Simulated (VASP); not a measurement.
# Sc (P6_3/mmc) in VASP: a series of runs

Runs on Sc. Level: PBE. Tasks: single point.

Program: VASP 6.6.1. These are calculated values, not measurements. Logs are shortened: lines on timing, memory, paths and dates and some standing lists are left out, and cuts for length are marked.

## Step 1: The cell of the first run

Symmetry: P6_3/mmc, No. 194, hexagonal system. The conventional cell has a = 3.210 Å, b = 3.210 Å, c = 5.110 Å, α = 90.00°, β = 90.00°, γ = 120.00°. Within 4.2 Å of Sc (site symmetry -6m2) lie 12 Sc at 3.16 to 3.21 Å.

## Step 2: Single point, PBE (strain -0.030 along x and y, -0.030 along z)

INCAR reads:

```
ALGO = Fast ; EDIFF = 1E-6
ENCUT = 520 ; GGA = PE
ISIF = 2 ; ISMEAR = 0
LASPH = True ; LCHARG = False
LREAL = False ; LWAVE = False
NBANDS = 18 ; NELM = 60
PREC = Accurate ; SIGMA = 0.15
```

KPOINTS reads:

```
k-points
0
Gamma
  18 18 10
```

POSCAR reads:

```
Sc
1.0
    3.2095339604      0.0000000000      0.0000000000
   -1.6047669802      2.7795379440      0.0000000000
    0.0000000000      0.0000000000      5.1099600000
Sc
2
Direct
    0.3333333333      0.6666666667      0.2500000000
    0.6666666667      0.3333333333      0.7500000000
```

Potentials or basis: VASP PAW PBE potentials, release 64 (Sc_sv).

Command:

```console
$ cat potpaw_PBE.64/Sc_sv/POTCAR > POTCAR
$ mpirun -np 1 vasp_std > vasp.out
```

OUTCAR:

```text
EDIFF = 1E-6
   ENCUT = 520
   GGA = PE
   ISIF = 2
   ISMEAR = 0
   LASPH = True
   LREAL = False
   NELM = 60
   PREC = Accurate

 ion  position               nearest neighbor table
   1  0.333  0.667  0.250-   2 3.16   2 3.16   2 3.16   2 3.16   2 3.16   2 3.16
   2  0.667  0.333  0.750-   1 3.16   1 3.16   1 3.16   1 3.16   1 3.16   1 3.16

  LATTYP: Found a hexagonal cell.
 ALAT       =     3.2095339604
 C/A-ratio  =     1.5921190002

  Lattice vectors:

 A1 = (   3.2095339604,   0.0000000000,   0.0000000000)
 A2 = (  -1.6047669802,   2.7795379440,   0.0000000000)
 A3 = (   0.0000000000,   0.0000000000,   5.1099600000)

Analysis of symmetry for initial positions (statically):
=====================================================================
 Subroutine PRICEL returns:
 Original cell was already a primitive cell.

 Routine SETGRP: Setting up the symmetry group for a
 hexagonal supercell.

 Subroutine GETGRP returns: Found 24 space group operations
 (whereof 12 operations were pure point group operations)
 out of a pool of 24 trial point group operations.

The static configuration has the point symmetry D_3d.
 The point group associated with its full space group is D_6h.

Analysis of symmetry for dynamics (positions and initial velocities):
=====================================================================
 Subroutine PRICEL returns:
 Original cell was already a primitive cell.

 Routine SETGRP: Setting up the symmetry group for a
 hexagonal supercell.

 Subroutine GETGRP returns: Found 24 space group operations
 (whereof 12 operations were pure point group operations)
 out of a pool of 24 trial point group operations.

The dynamic configuration has the point symmetry D_3d.
 The point group associated with its full space group is D_6h.

 Subroutine INISYM returns: Found 24 space group operations
 (whereof 12 operations are pure point group operations),
 and found     1 'primitive' translations

----------------------------------------------------------------------------------------

                                     Primitive cell

  volume of cell :      45.5861

  direct lattice vectors                    reciprocal lattice vectors
     3.209533960  0.000000000  0.000000000     0.311571715  0.179886013  0.000000000
    -1.604766980  2.779537944  0.000000000     0.000000000  0.359772027  0.000000000
     0.000000000  0.000000000  5.109960000     0.000000000  0.000000000  0.195696248

  length of vectors
     3.209533960  3.209533960  5.109960000     0.359772027  0.359772027  0.195696248

  position of ions in fractional coordinates (direct lattice)
     0.333333333  0.666666667  0.250000000
[... 81 lines left out ...]
   NSW    =      0    number of steps for IOM
   IBRION =     -1    ionic relax: 0-MD 1-quasi-New 2-CG
   NFREE  =      0    steps in history (QN), initial steepest desc. (CG)
   ISIF   =      2    stress and relaxation
   ISYM   =      2    0-nonsym 1-usesym 2-fastsym
   POTIM  = 0.5000    time-step for ionic-motion
   TEBEG  =    0.0;   TEEND  =   0.0 temperature during run
   PSTRESS=    0.0 pullay stress
   NELECT =      22.0000    total number of electrons
   NUPDOWN=      -1.0000    fix difference up-down
   EMIN   =  10.00;   EMAX   =-10.00  energy-range for DOS
   EFERMI =   0.00;   METHOD = LEGACY
   ISMEAR =     0;   SIGMA  =   0.15  broadening in eV -4-tet -1-fermi 0-gaus
   EFERMI_NEDOS =   21; number of points for ismear=-14 and -15
   IALGO  =     68    algorithm
   IMIX   =      4    mixing-type and parameters
     AMIX     =   0.40;   BMIX     =  1.00
     AMIX_MAG =   1.60;   BMIX_MAG =  1.00
  volume/ion in A,a.u.               =      22.79       153.81
  Fermi-wavevector in a.u.,A,eV,Ry     =   1.284118  2.426632 22.435460  1.648960
  Thomas-Fermi vector in A             =   2.416331
   LORBIT       =      0    0 simple, 1 ext, 2 COOP (PROOUT), +10 PAW based schemes
   GGA     = PE    functional components
   LHFCALC =     F    Hartree Fock is set to
   AEXX    =    0.0000 exact exchange contribution
   IVDW    =     0    specifies the selected vdW correction
   LEPSILON=     F    determine dielectric tensor
   LRPA    =     F    only Hartree local field effects (RPA)
 non-spin polarized calculation
 RMM-DIIS sequential band-by-band and
 Gauss-broadening in eV      SIGMA  =   0.15
  energy-cutoff  :      520.00
  volume of cell :       45.59
 maximum number of plane-waves:      1254
 NGX is ok and might be reduce to    24
   NGX = 11   NGY = 11   NGZ = 19

 number of electron      21.9999996 magnetization

 Free energy of the ion-electron system (eV)
  ---------------------------------------------------
  ext. energy  EPLUGINS =         0.00000000
  ---------------------------------------------------
  free energy    TOTEN  =       -12.46011322 eV

  energy without entropy =      -12.41568943  energy(sigma->0) =      -12.43790132

 E-fermi :   4.1572     XC(G=0): -10.1961

 val. band max:        4.1560301065   @ k =   0.1111   0.1111   0.2000
 cond. band min:       4.1582916991   @ k =   0.3333   0.0000   0.4000
 fundamental gap:      0.0022615926
 Fermi energy:         4.1571712240

 k-point     1 :       0.0000    0.0000    0.0000
  band No.  band energies     occupation
      1     -45.0633      2.00000
      2     -44.9722      2.00000
      3     -23.9540      2.00000
      4     -23.5077      2.00000
      5     -23.5077      2.00000
      6     -23.4320      2.00000
[... 481 lines left out ...]
      5     -23.7198      2.00000
      6     -23.6363      2.00000
[... 10 lines left out ...]
     17       8.2633      0.00000
     18       8.5116      0.00000

 [... further k-points ...]

------------------------ aborting loop because EDIFF is reached ----------------------------------------

  FORCE on cell =-STRESS in cart. coord.  units (eV):
  Direction    XX          YY          ZZ          XY          YZ          ZX
  --------------------------------------------------------------------------------------
  -------------------------------------------------------------------------------------
  Total        1.6207172      1.6207172      1.0123221      0.0000000      0.0000000      0.0000000
  in kB       56.9620668     56.9620668     35.5792846      0.0000000      0.0000000      0.0000000
  external PRESSURE =      49.8344727 kB  Pullay stress =       0.0000000 kB

 VOLUME and BASIS-vectors are now :
 -----------------------------------------------------------------------------
  energy-cutoff  :      520.00
  volume of cell :       45.59
      direct lattice vectors                 reciprocal lattice vectors
     3.209533960  0.000000000  0.000000000     0.311571715  0.179886013  0.000000000
    -1.604766980  2.779537944  0.000000000     0.000000000  0.359772027  0.000000000
     0.000000000  0.000000000  5.109960000     0.000000000  0.000000000  0.195696248

 POSITION                                       TOTAL-FORCE (eV/Angst)
 -----------------------------------------------------------------------------------
     -0.00000      1.85303      1.27749         0.000000     -0.000000      0.000000
      1.60477      0.92651      3.83247        -0.000000      0.000000      0.000000
 -----------------------------------------------------------------------------------
    total drift:                               -0.000000      0.000000     -0.000000

  FREE ENERGIE OF THE ION-ELECTRON SYSTEM (eV)
  ---------------------------------------------------
  free  energy   TOTEN  =       -12.4601132185 eV

  energy  without entropy=      -12.4156894305  energy(sigma->0) =      -12.43790132
```

OSZICAR:

```text
N       E                     dE             d eps       ncg     rms          rms(c)
DAV:   1     0.354461671269E+03    0.35446E+03   -0.11085E+04  8000   0.132E+03
DAV:   2     0.605871746927E+01   -0.34840E+03   -0.34210E+03  9584   0.546E+02
DAV:   3    -0.133612210855E+02   -0.19420E+02   -0.18738E+02 13016   0.155E+02
DAV:   4    -0.137099110952E+02   -0.34869E+00   -0.34699E+00 12138   0.196E+01
DAV:   5    -0.137140447558E+02   -0.41337E-02   -0.41307E-02 13614   0.223E+00    0.817E+00
RMM:   6    -0.125523627710E+02    0.11617E+01   -0.16228E+00  8302   0.167E+01    0.272E+00
RMM:   7    -0.124766543361E+02    0.75708E-01   -0.29068E+00 10561   0.131E+01    0.130E+00
RMM:   8    -0.124547756785E+02    0.21879E-01   -0.14762E-01  8958   0.452E+00    0.548E-01
RMM:   9    -0.124589603250E+02   -0.41846E-02   -0.79163E-02 10978   0.173E+00    0.127E-01
RMM:  10    -0.124597740393E+02   -0.81371E-03   -0.13088E-02 11627   0.733E-01    0.444E-02
RMM:  11    -0.124600198495E+02   -0.24581E-03   -0.29720E-03 12095   0.375E-01    0.291E-02
RMM:  12    -0.124600910732E+02   -0.71224E-04   -0.79366E-04 12580   0.155E-01    0.498E-03
RMM:  13    -0.124601125064E+02   -0.21433E-04   -0.18642E-04 11038   0.697E-02    0.639E-03
RMM:  14    -0.124601107377E+02    0.17686E-05   -0.37686E-05 10344   0.395E-02    0.168E-03
RMM:  15    -0.124601128931E+02   -0.21554E-05   -0.11751E-05  9666   0.223E-02    0.406E-04
RMM:  16    -0.124601132185E+02   -0.32537E-06   -0.29245E-06  8842   0.142E-02
   1 F= -.12460113E+02 E0= -.12437901E+02  d E =-.444238E-01
```

stdout:

```text
POSCAR found type information on POSCAR Sc
 POSCAR found :  1 types and       2 ions
 scaLAPACK will be used
 LDA part: xc-table for (Slater+PW92), standard interpolation
 POSCAR, INCAR and KPOINTS ok, starting setup
 FFT: planning ... GRIDC
 FFT: planning ... GRID_SOFT
 FFT: planning ... GRID
 WAVECAR not read
 entering main loop
```

Wall time 4.5 min (1 thread of Intel Xeon 8259CL, shared host); peak memory 0.27 GiB.

What came out:

| Item | Value |
| --- | --- |
| Free energy | -12.4601 eV |
| Pressure | 5.0 GPa |
| Band gap on the k mesh | zero (bands 11 and 12 overlap by 1.53 eV) |

Stress tensor (GPa, compression positive):
```
5.70 0.00 0.00
0.00 5.70 0.00
0.00 0.00 3.56
```

Levels at points of the mesh, in eV from the Fermi level:
```tsv
k point	band 9	band 10	band 11	band 12	band 13	band 14
(0.00, 0.00, 0.00)	-5.28	-1.78	0.63	1.71	1.71	1.84
(0.50, 0.00, 0.00)	-1.62	-1.15	-0.81	-0.23	1.33	1.50
(0.00, 0.00, 0.50)	-3.68	-3.68	0.94	0.94	1.64	1.64
(0.50, 0.00, 0.50)	-1.59	-1.59	0.05	0.05	1.43	1.43
```

Caveat: the cell differs from its parent crystal (strain -0.030 along x and y, -0.030 along z); the cell stands under pressure.

[end of part 1 of 2]
